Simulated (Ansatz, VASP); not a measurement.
Two plane-wave programs on Te

The input INCAR:

```
SYSTEM = Te
  PREC = Accurate
  ENCUT = 520
  EDIFF = 1E-6
  ISMEAR = -1
  SIGMA = 0.1
  LREAL = .FALSE.
  LASPH = .TRUE.
  NELM = 100
  ALGO = Normal
  ISIF = 2
  LWAVE = .FALSE.
  LCHARG = .TRUE.
  GGA = PE
  LELF = .TRUE.
  LVHAR = .TRUE.
  NBANDS = 9
```

KPOINTS

```
regular mesh
0
G
  11 11 11
  0 0 0
```

Contents of POSCAR:

```
Te
1.0
    3.1142587997      0.0000000000      0.0000000000
    0.0000000000      3.1142587997      0.0000000000
    0.0000000000      0.0000000000      3.1142587997
Te
1
Direct
    0.0000000000      0.0000000000      0.0000000000
```

Input for Ansatz:

```yaml
crystal:
  lattice:
    - [3.1142587997, 0.0, 0.0]
    - [0.0, 3.1142587997, 0.0]
    - [0.0, 0.0, 3.1142587997]
  atoms:
    - { symbol: Te, position: [0.0, 0.0, 0.0] }
hamiltonian:
  xc: pbe
  pseudopotentials:
    kind: paw
    azcp:
      Te: "pseudopotentials/Te.paw.azcp"
basis:
  ecutwfc: 420
  fft_grid_basis: typed
kpoints:
  mp_grid: { grid: [11, 11, 11], shift: [0, 0, 0] }
magnetization:
  spin_polarized: false
scf:
  occupations: { method: fermi_dirac, width: 0.1 }
  lower_state_search: "off"
output:
  stress: true
  write_density: true
  write_potential: true
  elf: true
  volumetric_format: npy
```

Alike in both runs: task single point; functional PBE; k mesh 11 × 11 × 11; occupations fermi-dirac, width 0.1 eV; no spin polarisation.

```csv
,VASP,Ansatz
version,VASP 6.6.1,Ansatz 0.2.0
potentials or method,"VASP PAW PBE potentials, release 64 (Te), cutoff 520 eV","plane waves (420 eV) with PAW, scalar-relativistic"
valence electrons in the cell,6,16
```

VASP gave:

- pressure (GPa): 5.0

Estimate Ansatz's values.

pressure (GPa): 5.1.

VASP's potentials hold 6 valence electrons a cell and Ansatz's 16, so a difference there can come from the potentials and not from the codes.

Spin-orbit coupling is off throughout.
